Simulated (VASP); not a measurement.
Set up this calculation in VASP 6.6.1, as the native input.

* Task: single point
* Functional: PBE
* Potentials or basis: VASP PAW PBE potentials, release 64 (Ca_sv, Au, Bi_d)
* Cutoff: 520 eV
* k mesh: 8 × 8 × 8
* Occupations: gaussian, width 0.1401 eV
* Spin: no spin polarisation
* Dipole correction: no
* Further INCAR settings: ALGO = Normal; EDIFF = 1e-07; NBANDS = 39

The structure of CaBi2Au2 lies in POSCAR:

```
CaBi2Au2
1.0
    0.0000000000      4.8695240000      0.0000000000
    4.8695240000      0.0000000000      0.0000000000
    2.4347620000      2.4347620000     -5.6224870000
Ca Au Bi
1 2 2
Direct
    0.0000000000      0.0000000000      0.0000000000
    0.7500000000      0.2500000000      0.5000000000
    0.2500000000      0.7500000000      0.5000000000
    0.3790000000      0.3790000000      0.2420000000
    0.6210000000      0.6210000000      0.7580000000
```

The input as run:

INCAR

```
SYSTEM = CaBi2Au2
ALGO = Normal
EDIFF = 1E-7
ENCUT = 520
GGA = PE
ISIF = 2
ISMEAR = 0
LASPH = .TRUE.
LCHARG = .FALSE.
LREAL = .FALSE.
LWAVE = .FALSE.
NBANDS = 39
NELM = 80
PREC = Accurate
SIGMA = 0.1401
```

KPOINTS

```
k-points
0
G
  8 8 8
  0 0 0
```

Potentials or basis: VASP PAW PBE potentials, release 64 (Ca_sv, Au, Bi_d).

The run is started by

```bash
$ cat potpaw_PBE.64/Ca_sv/POTCAR potpaw_PBE.64/Au/POTCAR potpaw_PBE.64/Bi_d/POTCAR > POTCAR
$ mpirun -np 1 vasp_std > vasp.out
```

It gave:

```
Pressure               : 6.2 GPa
Largest force          : 1.944 eV/Å
Band gap on the k mesh : zero (bands 31 and 32 overlap by 0.78 eV)
```

Caveat: the stress differs along the axes, from 4 to 11 GPa; spin-orbit coupling is left out, which moves the levels of the heavy elements; forces of over 1 eV/Å act on the atoms, so gaps and moduli don't describe the material at rest.

It took 2.8 min on 1 thread of Intel(R) Xeon(R) Platinum 8488C (Sapphire Rapids), with other jobs on the host, peak memory 0.44 GiB.
